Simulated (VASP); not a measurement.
# Ba (I4_1/amd) in VASP: a series of runs

Ba is run at these levels: PBE; tasks: single point.

All numbers are computed with VASP 6.6.1; they aren't measurements. Logs are shortened: lines on timing, memory, paths and dates and some standing lists are left out, and cuts for length are marked.

**1. The cell of the first run**

The structure is tetragonal, space group I4_1/amd (No. 141). The conventional cell has a = 7.026 Å, b = 7.026 Å, c = 3.833 Å, α = 90.00°, β = 90.00°, γ = 90.00°. Within 4.8 Å of Ba (site symmetry -4m2) lie 10 Ba at 3.64 to 4.54 Å.

**2. Single point, PBE**

INCAR reads:

```
PREC = Accurate
ENCUT = 520
EDIFF = 1E-7
ISMEAR = -1
SIGMA = 0.05
LREAL = F
LASPH = T
NELM = 80
ALGO = Normal
ISIF = 2
LWAVE = F
LCHARG = F
GGA = PE
NBANDS = 17
```

KPOINTS reads:

```
Automatic mesh
0
Gamma
  11 11 11
```

POSCAR reads:

```
Ba
1.0
   -3.5128152902      3.5128152902      1.9164619277
    3.5128152902     -3.5128152902      1.9164619277
    3.5128152902      3.5128152902     -1.9164619277
Ba
2
Direct
   -0.3750000000     -0.1250000000     -0.2500000000
    0.3750000000      0.1250000000      0.2500000000
```

Potentials or basis: VASP PAW PBE potentials, release 64 (Ba_sv).

Launch:

```sh
> cat potpaw_PBE.64/Ba_sv/POTCAR > POTCAR
> mpirun -np 1 vasp_std > vasp.out
```

OUTCAR:

```text
PREC = Accurate
   ENCUT = 520
   EDIFF = 1E-7
   ISMEAR = -1
   LREAL = F
   LASPH = T
   NELM = 80
   ISIF = 2
   GGA = PE

 ion  position               nearest neighbor table
   1  0.625  0.875  0.750-   2 3.64   2 3.64   2 3.64   2 3.64   2 4.54   2 4.54   2 4.54   2 4.54

   2  0.375  0.125  0.250-   1 3.64   1 3.64   1 3.64   1 3.64   1 4.54   1 4.54   1 4.54   1 4.54

  LATTYP: Found a body centered tetragonal cell.
 ALAT       =     7.0256305804
 C/A-ratio  =     0.5455629657

  Lattice vectors:

 A1 = (  -3.5128152902,   3.5128152902,   1.9164619277)
 A2 = (   3.5128152902,  -3.5128152902,   1.9164619277)
 A3 = (   3.5128152902,   3.5128152902,  -1.9164619277)

Analysis of symmetry for initial positions (statically):
=====================================================================
 Subroutine PRICEL returns:
 Original cell was already a primitive cell.

 Routine SETGRP: Setting up the symmetry group for a
 body centered tetragonal supercell.

 Subroutine GETGRP returns: Found 16 space group operations
 (whereof  4 operations were pure point group operations)
 out of a pool of 16 trial point group operations.

The static configuration has the point symmetry C_2h.
 The point group associated with its full space group is D_4h.

Analysis of symmetry for dynamics (positions and initial velocities):
=====================================================================
 Subroutine PRICEL returns:
 Original cell was already a primitive cell.

 Routine SETGRP: Setting up the symmetry group for a
 body centered tetragonal supercell.

 Subroutine GETGRP returns: Found 16 space group operations
 (whereof  4 operations were pure point group operations)
 out of a pool of 16 trial point group operations.

The dynamic configuration has the point symmetry C_2h.
 The point group associated with its full space group is D_4h.

 Subroutine INISYM returns: Found 16 space group operations
 (whereof  4 operations are pure point group operations),
 and found     1 'primitive' translations

----------------------------------------------------------------------------------------

                                     Primitive cell

  volume of cell :      94.5956

  direct lattice vectors                    reciprocal lattice vectors
[... 81 lines left out ...]
   ISPIN  =      1    spin polarized calculation?
   LNONCOLLINEAR =      F non collinear calculations
   LSORBIT =      F    spin-orbit coupling
   LASPH  =      T    aspherical Exc in radial PAW
   ENCUT  =  520.0 eV  38.22 Ry    6.18 a.u.   9.90  9.90  9.90*2*pi/ulx,y,z
   NELM   =     80;   NELMIN=  2; NELMDL= -5     # of ELM steps
   EDIFF  = 0.1E-06   stopping-criterion for ELM
   LREAL  =      F    real-space projection
   EDIFFG = 0.1E-05   stopping-criterion for IOM
   NSW    =      0    number of steps for IOM
   IBRION =     -1    ionic relax: 0-MD 1-quasi-New 2-CG
   NFREE  =      0    steps in history (QN), initial steepest desc. (CG)
   ISIF   =      2    stress and relaxation
   ISYM   =      2    0-nonsym 1-usesym 2-fastsym
   POTIM  = 0.5000    time-step for ionic-motion
   TEBEG  =    0.0;   TEEND  =   0.0 temperature during run
   PSTRESS=    0.0 pullay stress
   NELECT =      20.0000    total number of electrons
   NUPDOWN=      -1.0000    fix difference up-down
   EMIN   =  10.00;   EMAX   =-10.00  energy-range for DOS
   EFERMI =   0.00;   METHOD = LEGACY
   ISMEAR =    -1;   SIGMA  =   0.05  broadening in eV -4-tet -1-fermi 0-gaus
   EFERMI_NEDOS =   21; number of points for ismear=-14 and -15
   IALGO  =     38    algorithm
   IMIX   =      4    mixing-type and parameters
     AMIX     =   0.40;   BMIX     =  1.00
     AMIX_MAG =   1.60;   BMIX_MAG =  1.00
  volume/ion in A,a.u.               =      47.30       319.18
  Fermi-wavevector in a.u.,A,eV,Ry     =   0.975277  1.843006 12.941383  0.951165
  Thomas-Fermi vector in A             =   2.105803
   LORBIT       =      0    0 simple, 1 ext, 2 COOP (PROOUT), +10 PAW based schemes
   GGA     = PE    functional components
   LHFCALC =     F    Hartree Fock is set to
   AEXX    =    0.0000 exact exchange contribution
   IVDW    =     0    specifies the selected vdW correction
   LEPSILON=     F    determine dielectric tensor
   LRPA    =     F    only Hartree local field effects (RPA)
 non-spin polarized calculation
  energy-cutoff  :      520.00
  volume of cell :       94.60
 maximum number of plane-waves:      2583
   NGX = 19   NGY = 19   NGZ = 19

 number of electron      20.0000002 magnetization

 Free energy of the ion-electron system (eV)
  ---------------------------------------------------
  ext. energy  EPLUGINS =         0.00000000
  ---------------------------------------------------
  free energy    TOTEN  =        -3.24644112 eV

  energy without entropy =       -3.23311362  energy(sigma->0) =       -3.23977737

 E-fermi :   2.6962     XC(G=0):  -8.3787

 val. band max:        2.6951167644   @ k =   0.2727   0.2727   0.1818
 cond. band min:       2.7030490983   @ k =   0.3636   0.1818   0.0909
 fundamental gap:      0.0079323339
 Fermi energy:         2.6961520087

 k-point     1 :       0.0000    0.0000    0.0000
  band No.  band energies     occupation
      1     -26.0919      2.00000
      2     -25.7848      2.00000
      3     -11.7376      2.00000
      4     -11.7376      2.00000
      5     -10.7124      2.00000
      6     -10.6980      2.00000
[... 457 lines left out ...]
      4     -11.6683      2.00000
      5     -10.8283      2.00000
      6     -10.7416      2.00000
[... 9 lines left out ...]
     16       6.6128      0.00000
     17       6.6606      0.00000

 [... further k-points ...]

------------------------ aborting loop because EDIFF is reached ----------------------------------------

  FORCE on cell =-STRESS in cart. coord.  units (eV):
  Direction    XX          YY          ZZ          XY          YZ          ZX
  --------------------------------------------------------------------------------------
  -------------------------------------------------------------------------------------
  Total        1.8668169      1.8668169      1.8255365     -0.0000000      0.0000000      0.0000000
  in kB       31.6185158     31.6185158     30.9193443     -0.0000000      0.0000000      0.0000000
  external PRESSURE =      31.3854586 kB  Pullay stress =       0.0000000 kB

 VOLUME and BASIS-vectors are now :
 -----------------------------------------------------------------------------
  energy-cutoff  :      520.00
  volume of cell :       94.60
      direct lattice vectors                 reciprocal lattice vectors
    -3.512815290  3.512815290  1.916461928     0.000000000  0.142335978  0.260897434
     3.512815290 -3.512815290  1.916461928     0.142335978  0.000000000  0.260897434
     3.512815290  3.512815290 -1.916461928     0.142335978  0.142335978  0.000000000

 POSITION                                       TOTAL-FORCE (eV/Angst)
 -----------------------------------------------------------------------------------
      3.51282      1.75641      1.43735         0.000000      0.000000      0.000000
     -0.00000      1.75641      0.47912        -0.000000     -0.000000     -0.000000
 -----------------------------------------------------------------------------------
    total drift:                               -0.000000     -0.000000      0.000000

  FREE ENERGIE OF THE ION-ELECTRON SYSTEM (eV)
  ---------------------------------------------------
  free  energy   TOTEN  =        -3.2464411194 eV

  energy  without entropy=       -3.2331136250  energy(sigma->0) =       -3.23977737
```

OSZICAR:

```text
N       E                     dE             d eps       ncg     rms          rms(c)
DAV:   1     0.135445012788E+03    0.13545E+03   -0.87056E+03  4292   0.995E+02
DAV:   2     0.492169733944E+01   -0.13052E+03   -0.12726E+03  6308   0.199E+02
DAV:   3    -0.299903450177E+01   -0.79207E+01   -0.78671E+01  5856   0.508E+01
DAV:   4    -0.328695739433E+01   -0.28792E+00   -0.28779E+00  6348   0.676E+00
DAV:   5    -0.328876657693E+01   -0.18092E-02   -0.18090E-02  5854   0.583E-01    0.396E+00
DAV:   6    -0.325832459960E+01    0.30442E-01   -0.32037E-02  5387   0.124E+00    0.225E+00
DAV:   7    -0.324591931795E+01    0.12405E-01   -0.52298E-02  6094   0.162E+00    0.112E-01
DAV:   8    -0.324644575686E+01   -0.52644E-03   -0.20560E-03  5905   0.285E-01    0.214E-02
DAV:   9    -0.324644879289E+01   -0.30360E-05   -0.21896E-05  5518   0.270E-02    0.115E-02
DAV:  10    -0.324644170629E+01    0.70866E-05   -0.11244E-05  6004   0.191E-02    0.269E-03
DAV:  11    -0.324644156362E+01    0.14266E-06   -0.24067E-07  5296   0.415E-03    0.896E-04
DAV:  12    -0.324644109347E+01    0.47016E-06   -0.62862E-08  3820   0.212E-03    0.994E-05
DAV:  13    -0.324644111944E+01   -0.25969E-07   -0.46390E-09  2971   0.404E-04
   1 F= -.32464411E+01 E0= -.32397774E+01  d E =-.133275E-01
```

It took 2 min on 1 thread of AMD EPYC 9R45 (Zen 5), shared host; peak memory 0.31 GiB.

Results:

| Property | Result |
| --- | --- |
| Free energy | -3.2464 eV |
| Pressure | 3.1 GPa |
| Band gap on the k mesh | zero (band 10 reaches 3.04 eV, above the bottom of band 11 at 2.46 eV) |

Caveat: spin-orbit coupling is left out, which moves the levels of the heavy elements.

**3. Single point, PBE**

INCAR reads:

```
SYSTEM = Ba
ALGO = Normal
EDIFF = 1E-6
ENCUT = 520
GGA = PE
ISIF = 2
ISMEAR = -1
LASPH = .TRUE.
LCHARG = .FALSE.
LREAL = .FALSE.
LWAVE = .FALSE.
NBANDS = 17
NELM = 60
PREC = Accurate
SIGMA = 0.05
```

KPOINTS reads:

```
k-points
0
G
  11 11 11
  0 0 0
```

POSCAR is that of step 2.

Potentials or basis: VASP PAW PBE potentials, release 64 (Ba_sv).

Launch:

```sh
> cat potpaw_PBE.64/Ba_sv/POTCAR > POTCAR
> mpirun -np 1 vasp_std > vasp.out
```

It took 1.7 min on 1 thread of AMD EPYC 9R45 (Zen 5), shared host; peak memory 0.31 GiB.

The run converged. Its results:

| Quantity | Value |
| --- | --- |
| Free energy | -3.2464 eV |
| Pressure | 3.1 GPa |
| Band gap on the k mesh | zero (band 10 reaches 3.04 eV, above the bottom of band 11 at 2.46 eV) |

Levels at points of the mesh, in eV from the Fermi level:
```tsv
k point	band 6	band 7	band 8	band 9	band 10	band 11	band 12	band 13	band 14	band 15
(0.00, 0.00, 0.00)	-13.39	-13.32	-13.32	-2.66	-1.38	0.35	0.39	1.13	3.37	3.37
```

Caveat: spin-orbit coupling is left out, which moves the levels of the heavy elements.
